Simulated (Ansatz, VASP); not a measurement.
## One calculation of WC, two programs

```
CELL_PARAMETERS angstrom
0.00000 2.19268 2.19268
2.19268 0.00000 2.19268
2.19268 2.19268 0.00000
ATOMIC_POSITIONS crystal
W 0.00000 0.00000 0.00000
C 0.50000 0.50000 0.50000
```

Alike in both runs: task single point; functional r2SCAN; dispersion D3(BJ); k mesh 11 × 11 × 11; occupations gaussian, width 0.2 eV; no spin polarisation.

|  | VASP | Ansatz |
| --- | --- | --- |
| version | VASP 6.6.1 | Ansatz 0.2.0 |
| potentials or method | VASP PAW PBE potentials, release 64 (W_sv, C), cutoff 520 eV | plane waves, PAW |
| valence electrons in the cell | 18 | 18 |

```tsv
	VASP	Ansatz	Ansatz less VASP
pressure (GPa)	-6.7	-8.3	-1.59
```

VASP's potentials were made for PBE, not for r2SCAN. Ansatz's warnings: dispersion damping borrowed, stress scf threshold loose.

Neither program's run includes spin-orbit coupling.
